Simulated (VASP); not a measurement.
Here is a VASP 6.6.1 calculation.

INCAR

```
  PREC = Accurate
  ENCUT = 500
  EDIFF = 1E-6
  ISMEAR = -1
  SIGMA = 0.1
  LREAL = F
  LASPH = T
  NELM = 120
  ALGO = Normal
  ISIF = 2
  LWAVE = F
  LCHARG = F
  GGA = PS
  NBANDS = 12
  GGA_COMPAT = F
```

File KPOINTS:

```
Automatic mesh
0
Gamma
  13 13 13
```

File POSCAR:

```
Au
1.0
    0.0000000000      2.0406314512      2.0406314512
    2.0406314512      0.0000000000      2.0406314512
    2.0406314512      2.0406314512      0.0000000000
Au
1
Direct
    0.0000000000      0.0000000000      0.0000000000
```

Potentials or basis: VASP PAW PBE potentials, release 64 (Au).

Run with:

```console
$ cat potpaw_PBE.64/Au/POTCAR > POTCAR
$ mpirun -np 1 vasp_std > vasp.out
```

Question: Predict the pressure.

Answer: -0.3 GPa.

Question: Predict the band gap on the k mesh.

Answer: Zero (an odd number of electrons rules out a gap without spin polarisation).

Caveat: the PAW data sets were made with another functional, which shifts forces and pressure a little; spin-orbit coupling is left out, which moves the levels of the heavy elements.
